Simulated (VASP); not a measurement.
**BP (pbesol): single point with PBEsol**

BP (pbesol):

```xyz
2
Lattice="0.0000 2.3044 2.3044 2.3044 0.0000 2.3044 2.3044 2.3044 0.0000" Properties=species:S:1:pos:R:3 pbc="T T T"
B     0.0000    0.0000    0.0000
P     1.1522    1.1522    1.1522
```

This cell differs from its parent crystal: volume scaled by 1.06.

| Item | Value |
| --- | --- |
| Program | VASP 6.6.1 |
| Task | single point |
| Functional | PBEsol |
| Potentials or basis | VASP PAW PBE potentials, release 64 (B, P) |
| Cutoff | 500 eV |
| k mesh | 10 × 10 × 10 |
| Occupations | gaussian, width 0.02 eV |
| Spin | no spin polarisation |

* Pressure: -8.7 GPa
* Band gap on the k mesh: 1.19 eV, indirect (least direct gap 3.29 eV)

Levels at points of the mesh, in eV from the valence-band top:
| k point | band 1 | band 2 | band 3 | band 4 | band 5 | band 6 | band 7 | band 8 | band 9 |
| --- | --- | --- | --- | --- | --- | --- | --- | --- | --- |
| (0.00, 0.00, 0.00) | -15.09 | 0.00 | 0.00 | 0.00 | 3.29 | 3.29 | 3.29 | 6.65 | 10.93 |
| (0.50, 0.00, 0.00) | -11.91 | -8.77 | -1.71 | -1.71 | 3.46 | 4.62 | 4.62 | 9.77 | 14.19 |
| (0.50, 0.50, 0.00) | -10.45 | -8.36 | -3.98 | -3.98 | 1.31 | 1.56 | 11.67 | 11.67 | 14.58 |

Wall time 6.7 s on 1 thread of Intel Xeon 6975P-C (shared host), peak memory 0.13 GiB.

Caveat: the PAW data sets were made with another functional, which shifts forces and pressure a little. A k mesh can miss the band edges.
